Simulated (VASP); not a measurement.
Input of a VASP 6.6.1 run:

Contents of POSCAR:

```
LiBr
1.0
    0.0000000000      2.7395485848      2.7395485848
    2.7395485848      0.0000000000      2.7395485848
    2.7395485848      2.7395485848      0.0000000000
Li Br
1 1
Direct
    0.0000000000      0.0000000000      0.0000000000
    0.5000000000      0.5000000000      0.5000000000
```

File INCAR.step1:

```
  PREC = Accurate
  ENCUT = 830
  ISMEAR = -1
  SIGMA = 0.02
  LREAL = False
  LASPH = True
  NELM = 120
  NBANDS = 12
  GGA = PE
  ALGO = Normal
  EDIFF = 1E-5
  LWAVE = True
  LCHARG = False
  GGA_COMPAT = False
```

The input INCAR.step2:

```
  PREC = Accurate
  ENCUT = 830
  EDIFF = 1E-6
  ISMEAR = -1
  SIGMA = 0.02
  LREAL = False
  LASPH = True
  NELM = 120
  ALGO = Normal
  ISIF = 2
  LWAVE = False
  LCHARG = False
  METAGGA = R2SCAN
  LMIXTAU = True
  NBANDS = 12
  ISTART = 1
  GGA_COMPAT = False
```

KPOINTS

```
regular mesh
0
Gamma
  8 8 8
```

Potentials or basis: VASP PAW PBE potentials, release 64 (Li_sv, Br).

Run with:

```console
$ cat potpaw_PBE.64/Li_sv/POTCAR potpaw_PBE.64/Br/POTCAR > POTCAR
$ cp INCAR.step1 INCAR
$ mpirun -np 1 vasp_std > vasp.out
$ cp INCAR.step2 INCAR
$ mpirun -np 1 vasp_std > vasp.out
```

Problem. Predict the band gap on the k mesh.

Solution. 5.93 eV, direct.

Problem. Predict the pressure.

Solution. -0.4 GPa.

Caveat: the PAW data sets were made with another functional, which shifts forces and pressure a little. A k mesh can miss the band edges.
